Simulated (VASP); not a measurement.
## Na3LaMg: single point with PBE

Na3LaMg:

```xyz
5
Lattice="4.4574 0.0000 0.0000 0.0000 4.4574 0.0000 0.0000 0.0000 4.4574" Properties=species:S:1:pos:R:3 pbc="T T T"
Na    2.2287    2.2287    0.0000
Na    0.0000    2.2287    2.2287
Na    2.2287    0.0000    2.2287
La    0.0000    0.0000    0.0000
Mg    2.2287    2.2287    2.2287
```

| Item | Value |
| --- | --- |
| Program | VASP 6.6.1 |
| Task | single point |
| Functional | PBE |
| Potentials or basis | VASP PAW PBE potentials, release 64 (Na_pv, La, Mg) |
| Cutoff | 520 eV |
| k mesh | 4 × 4 × 4 |
| Occupations | gaussian, width 0.1 eV |
| Spin | no spin polarisation |

```yaml
Pressure: 38.7 GPa
Band_gap_on_the_k_mesh: zero (band 17 reaches 7.62 eV, above the bottom of band 18 at 6.45 eV)
```

Levels at points of the mesh, in eV from the Fermi level:
```
           k point  band 13  band 14  band 15  band 16  band 17  band 18  band 19  band 20  band 21  band 22
(0.00, 0.00, 0.00)   -16.58    -5.76    -1.09    -1.09     0.91     0.91     0.91     1.54     1.54     1.75
(0.50, 0.00, 0.00)   -16.58    -3.90    -3.23    -0.62    -0.27    -0.27     1.54     1.57     1.66     1.66
(0.50, 0.50, 0.00)   -16.57    -3.80    -1.35    -1.01    -1.01     0.54     0.54     1.14     1.61     1.61
(0.50, 0.50, 0.50)   -16.70    -2.13    -2.13    -2.13    -2.10     1.27     1.27     1.27     1.93     1.93
```

Run time: 37 s on 1 thread of Intel(R) Xeon(R) Platinum 8488C (Sapphire Rapids), with other jobs on the host, peak memory 0.22 GiB.

Caveat: spin-orbit coupling is left out, which moves the levels of the heavy elements.
